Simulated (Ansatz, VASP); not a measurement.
**One calculation of ZnSe, two programs**

```
Se Zn
1.0
     0.00000    2.83380    2.83380
     2.83380    0.00000    2.83380
     2.83380    2.83380    0.00000
Se Zn
1 1
Direct
  0.75000 0.75000 0.75000
  0.00000 0.00000 0.00000
```

Alike in both runs: task single point; functional PBE; k mesh 8 × 8 × 8; occupations gaussian, width 0.024 eV; no spin polarisation.

```csv
,VASP,Ansatz
version,VASP 6.6.1,Ansatz 0.2.0
potentials or method,"VASP PAW PBE potentials, release 64 (Se, Zn), cutoff 520 eV","all-electron LAPW, scalar-relativistic"
```

Ansatz gave:

```
gap on the k mesh at the Fermi level (eV) : 1.29
least direct gap on the mesh (eV)         : 1.29
pressure (GPa)                            : 2.1
```

Problem. Estimate VASP's values.

Solution. gap on the k mesh at the Fermi level (eV): 1.29; least direct gap on the mesh (eV): 1.29; pressure (GPa): 2.3.

Ansatz ran all-electron here, and VASP with PAW potentials.
